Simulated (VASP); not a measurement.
GaSb3, 4 atoms in the cell. It takes space group Fm-3m (No. 225, cubic). The conventional cell has a = 7.461 Å, b = 7.461 Å, c = 7.461 Å, α = 90.00°, β = 90.00°, γ = 90.00°. Sb (site symmetry m-3m) has 8 Sb at 3.23 Å and 6 Ga at 3.73 Å within 4.3 Å. Within 4.3 Å of Sb (site symmetry -43m) lie 10 Sb at 3.23 to 3.73 Å and 4 Ga at 3.23 Å. Ga (site symmetry m-3m) has 14 Sb at 3.23 to 3.73 Å within 4.3 Å. 

| Quantity | Value |
| --- | --- |
| Program | VASP 6.6.1 |
| Task | elastic constants |
| Functional | PBEsol |
| Potentials or basis | VASP PAW PBE potentials, release 64 (Sb, Ga_d) |
| Cutoff | 600 eV |
| k mesh | 6 × 6 × 6 |
| Occupations | fermi-dirac, width 0.05 eV |
| Spin | no spin polarisation |
| Dipole correction | no |
| Ions in elastic constants | relaxed |
| Further INCAR settings | ALGO = Fast; EDIFF = 1e-08; IBRION = 6; POTIM = 0.015; NSW = 1; ISIF = 3 |

Potentials or basis: VASP PAW PBE potentials, release 64 (Sb, Ga_d).

The run is started by

```console
$ cat potpaw_PBE.64/Sb/POTCAR potpaw_PBE.64/Ga_d/POTCAR > POTCAR
$ mpirun -np 1 vasp_std > vasp.out
```

Hardware: 1 thread of Oxide Virtual Turin-like Processor (shared host).

Problem. Estimate the wall time of this run.

Solution. Run time: 36 min on 1 thread of Oxide Virtual Turin-like Processor, on a shared host, peak memory 0.44 GiB. Counts: scf iterations 250, k points 16.
